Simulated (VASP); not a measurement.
# Si62Ge (a cell with a defect) in VASP: further runs, part 2 of 2

VASP 6.6.1.

## 3. Single point, PBEsol

INCAR reads:

```
SYSTEM = Si62Ge
PREC = Accurate
ENCUT = 520
EDIFF = 1E-7
ISMEAR = 0
SIGMA = 0.05
LREAL = Auto
LASPH = .TRUE.
NELM = 80
ALGO = Normal
ISIF = 2
LWAVE = .FALSE.
LCHARG = .FALSE.
GGA = PS
NELECT = 264.0
NBANDS = 168
```

KPOINTS reads:

```
regular mesh
0
G
  1 1 1
  0 0 0
```

POSCAR reads:

```
Si62Ge
1.0
   10.8600000000      0.0000000000      0.0000000000
    0.0000000000     10.8600000000      0.0000000000
    0.0000000000      0.0000000000     10.8600000000
Si Ge
62 1
Direct
    0.4965529466      0.0028475138     -0.0080639042
    0.6220057090      0.1241523941      0.1220590239
    0.7547838858      0.2471886740      0.0010551565
    0.8763105893      0.3769896869      0.1250500921
    0.7453732965     -0.0003108656      0.2488765193
    0.8751400552      0.1249115101      0.3727196133
    0.0023738490     -0.0008969613     -0.0004091160
    0.1253906998      0.1248384899      0.1257771639
    0.2524088398      0.2478231123      0.0011308471
    0.3747554328      0.3772257827      0.1249826888
    0.5007857274      0.5009291897     -0.0020037753
    0.6243799263      0.6247956722      0.1253908840
    0.7518391344      0.7486043278      0.0018215470
    0.8748146409      0.8779512891      0.1256024862
    0.2504307551      0.0003804788      0.2498429098
    0.3750378453      0.1238272560      0.3760533149
    0.4993911602      0.2524264273      0.2491558011
    0.6263081031      0.3727538674      0.3776979742
    0.7480082873      0.4998359116      0.2497383057
    0.8756033149      0.6246417127      0.3731686924
    0.5008417127     -0.0000465009      0.5005313076
    0.6259290055      0.1246326888      0.6258154696
    0.7525368324      0.2481272560      0.5018357274
    0.8764652855      0.3766933702      0.6244884899
    0.7516669429      0.0006171271      0.7494830571
    0.8807145488      0.1240654696      0.8708374770
   -0.0002340700      0.5008823204     -0.0029613260
    0.1235575506      0.6233709024      0.1271815838
    0.2529059853      0.7468569061      0.0041344383
    0.3768536832      0.8780066298      0.1234889503
    0.0007472376      0.2511514733      0.2502470534
    0.1266014733      0.3676488029      0.3827120626
    0.2460786372      0.4966947514      0.2520461326
    0.3737418969      0.6246049724      0.3716259669
    0.5007435543      0.7523331492      0.2495721915
    0.6274610497      0.8723836096      0.3792673112
    0.0056279006      0.0066867403      0.4993436464
    0.2511990792      0.2424372928      0.5085952118
    0.3756779926      0.3750362799      0.6259025783
    0.4994938306      0.5021450276      0.4972498158
    0.6230418048      0.6273548803      0.6260410681
    0.7552743094      0.7495081031      0.5033123389
    0.8813120626      0.8801294659      0.6255617864
    0.3666282689      0.1251488029      0.8653350829
    0.5000157459      0.2498123389      0.7503132597
    0.6271404236      0.3708081031      0.8779860958
    0.7457865562      0.4994651013      0.7495325967
    0.8735182320      0.6243265193      0.8715199816
    0.0000723757      0.7530802026      0.2508315838
    0.1285577348      0.8747372007      0.3785118785
    0.0011901473      0.5005585635      0.4989830571
    0.1253866483      0.6249699816      0.6255162983
    0.2527895028      0.7487387661      0.5019642726
    0.3698056169      0.8820868324      0.6244820442
    0.0047565378      0.2520249540      0.7463630755
    0.1287427256      0.3728273481      0.8762974217
    0.2505396869      0.5006941068      0.7496651934
    0.3764325967      0.6267793738      0.8726438306
    0.4984968692      0.7570967772      0.7486318600
    0.6276371087      0.8745601289      0.8765503683
    0.0016773481      0.7509427256      0.7513838858
    0.1269333333      0.8712163904      0.8789665746
    0.2164373849      0.0182214549      0.7277410681
```

Potentials or basis: VASP PAW PBE potentials, release 64 (Si, Ge_d).

Command:

```bash
cat potpaw_PBE.64/Si/POTCAR potpaw_PBE.64/Ge_d/POTCAR > POTCAR
mpirun -np 1 vasp_gam > vasp.out
```

OUTCAR:

```text
SYSTEM = Si62Ge
   PREC = Accurate
   ENCUT = 520
   EDIFF = 1E-7
   ISMEAR = 0
   LREAL = Auto
   LASPH = .TRUE.
   NELM = 80
   ISIF = 2
   GGA = PS
   NELECT = 264.0

 ion  position               nearest neighbor table
   1  0.497  0.003  0.992-  60 2.35  30 2.36   2 2.36  44 2.38
   2  0.622  0.124  0.122-   5 2.35   1 2.36   3 2.36  17 2.37
   3  0.755  0.247  0.001-  46 2.35   4 2.35   2 2.36  26 2.38
   4  0.876  0.377  0.125-  27 2.35   3 2.35  31 2.35  19 2.36
   5  0.745  1.000  0.249-  14 2.35   2 2.35  36 2.36   6 2.38
   6  0.875  0.125  0.373-  31 2.35  23 2.35  37 2.36   5 2.38
[... 46 lines left out ...]
  53  0.253  0.749  0.502-  54 2.34  50 2.34  52 2.35  34 2.36
  54  0.370  0.882  0.624-  21 2.34  53 2.34  59 2.37  63 2.49
  55  0.005  0.252  0.746-  56 2.35  24 2.35  26 2.36
  56  0.129  0.373  0.876-   9 2.34  55 2.35  57 2.36  27 2.37
  57  0.251  0.501  0.750-  52 2.34  39 2.35  58 2.35  56 2.36
  58  0.376  0.627  0.873-  57 2.35  29 2.35  11 2.35  59 2.36
  59  0.498  0.757  0.749-  60 2.35  58 2.36  41 2.36  54 2.37
  60  0.628  0.875  0.877-  59 2.35   1 2.35  13 2.35  25 2.36
  61  0.002  0.751  0.751-  62 2.34  48 2.35  43 2.35  52 2.35
[... 293 lines left out ...]
  band No.  band energies     occupation
      1     -18.0399      2.00000
      2     -18.0297      2.00000
      3     -18.0273      2.00000
      4     -18.0064      2.00000
      5     -17.9982      2.00000
      6      -6.3084      2.00000
[... 136 lines left out ...]
    143       6.7775      0.00000
    144       6.7833      0.00000
 [bands above 144 left out]

------------------------ aborting loop because EDIFF is reached ----------------------------------------

  FORCE on cell =-STRESS in cart. coord.  units (eV):
  Direction    XX          YY          ZZ          XY          YZ          ZX
  --------------------------------------------------------------------------------------
  -------------------------------------------------------------------------------------
  Total       18.1815314     18.0898560     18.5666844     -2.2598042     -1.2797020      3.0449630
  in kB       22.7431998     22.6285234     23.2249861     -2.8267794     -1.6007738      3.8089311
  external PRESSURE =      22.8655698 kB  Pullay stress =       0.0000000 kB

 VOLUME and BASIS-vectors are now :
 -----------------------------------------------------------------------------
  energy-cutoff  :      520.00
  volume of cell :     1280.82
      direct lattice vectors                 reciprocal lattice vectors
    10.860000000  0.000000000  0.000000000     0.092081031  0.000000000  0.000000000
     0.000000000 10.860000000  0.000000000     0.000000000  0.092081031  0.000000000
     0.000000000  0.000000000 10.860000000     0.000000000  0.000000000  0.092081031

 POSITION                                       TOTAL-FORCE (eV/Angst)
 -----------------------------------------------------------------------------------
      5.39257      0.03092     10.77243        -0.004705     -0.006511      0.001453
      6.75498      1.34829      1.32556        -0.003336      0.008919      0.009573
      8.19695      2.68447      0.01146         0.004349     -0.003194     -0.006608
      9.51673      4.09411      1.35804         0.002558     -0.009417      0.005042
      8.09475     10.85662      2.70280         0.003178     -0.000014     -0.000897
      9.50402      1.35654      4.04774         0.002962      0.010603      0.005158
[... 55 lines left out ...]
      1.37850      9.46141      9.54558        -0.013200      0.015160     -0.013038
      2.35051      0.19789      7.90327         0.006179      0.008246     -0.007468
 -----------------------------------------------------------------------------------
    total drift:                               -0.006947      0.000009      0.007380

  FREE ENERGIE OF THE ION-ELECTRON SYSTEM (eV)
  ---------------------------------------------------
  free  energy   TOTEN  =      -339.1553661378 eV

  energy  without entropy=     -339.1026370516  energy(sigma->0) =     -339.12900159
```

OSZICAR:

```text
N       E                     dE             d eps       ncg     rms          rms(c)
DAV:   1     0.167721920877E+04    0.16772E+04   -0.10986E+05   336   0.152E+03
DAV:   2    -0.695809661937E+02   -0.17468E+04   -0.16495E+04   416   0.266E+02
DAV:   3    -0.330851362051E+03   -0.26127E+03   -0.24590E+03   416   0.113E+02
[... 11 lines left out ...]
DAV:  15    -0.339155366694E+03   -0.10891E-06   -0.46785E-06   408   0.446E-03    0.420E-03
DAV:  16    -0.339155366507E+03    0.18780E-06   -0.51790E-07   336   0.157E-03    0.203E-03
DAV:  17    -0.339155366317E+03    0.18946E-06   -0.10469E-07   232   0.695E-04    0.895E-04
DAV:  18    -0.339155366165E+03    0.15173E-06   -0.34037E-08   216   0.468E-04    0.219E-04
DAV:  19    -0.339155366138E+03    0.27594E-07   -0.89625E-09   192   0.296E-04
   1 F= -.33915537E+03 E0= -.33912900E+03  d E =-.527291E-01
```

stdout:

```text
POSCAR found type information on POSCAR SiGe
 POSCAR found :  2 types and      63 ions
 scaLAPACK will be used
 -----------------------------------------------------------------------------
|                                                                             |
|                                                                             |
|     You enforced a specific xc type in the INCAR file but a different       |
|     I HOPE YOU KNOW WHAT YOU ARE DOING!                                     |
|                                                                             |
 -----------------------------------------------------------------------------

 LDA part: xc-table for (Slater+PW92), standard interpolation
 POSCAR, INCAR and KPOINTS ok, starting setup
 FFT: planning ... GRIDC
 FFT: planning ... GRID_SOFT
 FFT: planning ... GRID
 WAVECAR not read
 entering main loop
 the old and the new charge density differ
 old charge density:   262.00000 new  264.00000
    0.279E+01
```

Run time: 3.8 min. Hardware: 1 thread of AMD EPYC 9R45 (Zen 5), shared host; peak memory 0.97 GiB.

What came out:

```
Free energy   : -339.1554 eV
Largest force : 0.024 eV/Å
```

Forces in eV/Å, atoms in the order of the input:
```
Si  -0.005 -0.007  0.001
Si  -0.003  0.009  0.010
Si   0.004 -0.003 -0.007
Si   0.003 -0.009  0.005
Si   0.003  0.000 -0.001
Si   0.003  0.011  0.005
Si   0.000  0.000  0.000
Si  -0.005  0.009  0.004
Si   0.007 -0.009 -0.002
Si  -0.011 -0.004 -0.003
Si   0.001 -0.004  0.008
Si  -0.007  0.010  0.000
Si   0.004 -0.006  0.000
Si   0.001 -0.009  0.001
Si  -0.001  0.000 -0.006
Si   0.005  0.000 -0.002
Si   0.006 -0.008  0.000
Si  -0.001  0.007 -0.005
Si   0.008  0.004 -0.007
Si   0.006  0.000  0.013
Si   0.005  0.001  0.002
Si  -0.005  0.005  0.004
Si   0.005 -0.003  0.003
Si  -0.009 -0.004  0.002
Si  -0.003 -0.002 -0.004
Si   0.002  0.007  0.017
Si  -0.008  0.002  0.002
Si  -0.007  0.009 -0.001
Si   0.012 -0.008 -0.005
Si   0.004 -0.006  0.006
Si   0.004 -0.006 -0.008
Si  -0.007  0.008 -0.006
Si   0.010  0.002 -0.002
Si  -0.002  0.007  0.011
Si   0.004 -0.014 -0.009
Si  -0.008  0.008 -0.004
Si   0.002 -0.010  0.011
Si  -0.011 -0.007 -0.004
Si   0.005  0.009  0.012
Si   0.004 -0.010 -0.002
Si  -0.006  0.007 -0.001
Si  -0.003  0.001 -0.012
Si   0.005 -0.013  0.008
Si   0.014  0.006  0.018
Si   0.002 -0.012 -0.001
Si  -0.011  0.008 -0.008
Si   0.004 -0.005 -0.004
Si   0.004  0.004  0.011
Si  -0.010  0.001 -0.010
Si   0.004  0.008 -0.001
Si   0.003 -0.001  0.003
Si  -0.008  0.004 -0.005
Si   0.007 -0.005  0.002
Si  -0.006 -0.003 -0.002
Si  -0.001 -0.006 -0.005
Si   0.000  0.014  0.000
Si  -0.004 -0.002 -0.006
Si   0.005  0.005  0.009
Si  -0.010 -0.009 -0.002
Si   0.000  0.005 -0.003
Si   0.002 -0.008 -0.011
Si  -0.013  0.015 -0.013
Ge   0.006  0.008 -0.007
```

Caveat: the k points lie up to 0.58 Å⁻¹ apart; the cell carries a net charge on a neutralising background, which shifts energy and pressure; the cell is charged against a uniform background, so pressure and absolute levels hang on convention; the PAW data sets were made with another functional, which shifts forces and pressure a little.
